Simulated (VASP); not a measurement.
Wanted: the native input for a VASP 6.6.1 run.

```
Task                   : single point
Functional             : BLYP
Potentials or basis    : VASP PAW PBE potentials, release 64 (B)
Cutoff                 : 520 eV
k mesh                 : 30 × 30 × 30
Occupations            : fermi-dirac, width 0.1 eV
Spin                   : no spin polarisation
Dipole correction      : no
Further INCAR settings : ALGO = Normal; EDIFF = 1e-06; NBANDS = 8
```

The structure of B lies in POSCAR:

```
B
1.0
    0.0000000000      1.4479053450      1.4479053450
    1.4479053450      0.0000000000      1.4479053450
    1.4479053450      1.4479053450      0.0000000000
B
1
Direct
    0.0000000000      0.0000000000      0.0000000000
```

These files were run (other wordings do the same):

INCAR

```
PREC = Accurate
ENCUT = 520
EDIFF = 1E-6
ISMEAR = -1
SIGMA = 0.1
LREAL = F
LASPH = T
NELM = 80
ALGO = Normal
ISIF = 2
LWAVE = F
LCHARG = F
GGA = B5
ALDAX = 1.0
AGGAX = 1.0
AGGAC = 1.0
ALDAC = 0.0
NBANDS = 8
```

KPOINTS

```
regular mesh
0
Gamma
  30 30 30
```

Potentials or basis: VASP PAW PBE potentials, release 64 (B).

Command:

```console
$ cat potpaw_PBE.64/B/POTCAR > POTCAR
$ mpirun -np 1 vasp_std > vasp.out
```

It gave:

```yaml
Pressure: 0.2 GPa
```

Caveat: the PAW data sets were made with another functional, which shifts forces and pressure a little.

It took 14 s on 1 thread of Intel(R) Xeon(R) Platinum 8259CL CPU @ 2.50GHz (Skylake/Cascade Lake), on a shared host, peak memory 0.13 GiB.
